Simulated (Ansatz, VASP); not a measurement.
# One calculation of Al5Ni, two programs

```
Al Ni
1.0
     2.16398   -7.73709    0.00000
     2.16398    7.73709    0.00000
     0.00000    0.00000    2.78046
Al Ni
5 1
Cartesian
  2.1640 0.0000 1.3902
  2.1640 3.0394 0.0000
  2.1640 5.7029 1.3902
  2.1640 -5.7029 1.3902
  2.1640 -3.0394 0.0000
  0.0000 0.0000 0.0000
```

Alike in both runs: functional PBE; k mesh 10 × 10 × 14; occupations gaussian, width 0.1 eV; no spin polarisation.

Ansatz relaxed the structure, and its values are those at the end. VASP's run is a single point on that final structure, the one shown.

|  | VASP | Ansatz |
| --- | --- | --- |
| version | VASP 6.6.1 | Ansatz 0.2.0 |
| potentials or method | VASP PAW PBE potentials, release 64 (Al, Ni), cutoff 520 eV | scalar-relativistic, plane waves, PAW |
| valence electrons in the cell | 25 | 33 |

```csv
,VASP,Ansatz,Ansatz less VASP
gap on the k mesh at the Fermi level (eV),none,none,-
pressure (GPa),-0.1,0.0,+0.13
```

A gap of «none» marks a metal or a gap that the smearing closes. VASP's potentials hold 25 valence electrons a cell and Ansatz's 33, so a difference there can come from the potentials and not from the codes.
